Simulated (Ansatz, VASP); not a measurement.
# BN in VASP and in Ansatz

```
B N
1.0
     2.54057    0.00000    0.00000
    -1.27029    2.20020    0.00000
     0.00000    0.00000    4.20264
B N
2 2
Cartesian
  1.2703 0.7334 4.2015
  0.0000 1.4668 2.1002
  1.2703 0.7334 2.6278
  0.0000 1.4668 0.5264
```

Alike in both runs: task single point; functional PBEsol; k mesh 12 × 12 × 6; occupations gaussian, width 0.02 eV; no spin polarisation.

|  | VASP | Ansatz |
| --- | --- | --- |
| version | VASP 6.6.1 | Ansatz 0.2.0 |
| potentials or method | VASP PAW PBE potentials, release 64 (B, N), cutoff 600 eV | scalar-relativistic, plane waves, PAW |
| valence electrons in the cell | 16 | 16 |

```tsv
	VASP	Ansatz	Ansatz less VASP
gap on the k mesh at the Fermi level (eV)	4.95	4.96	+0.012
least direct gap on the mesh (eV)	8.23	8.23	+0.001
pressure (GPa)	0.5	0.0	-0.49
```

VASP's potentials were made for PBE, not for PBEsol, and Ansatz warns of the same on its side.
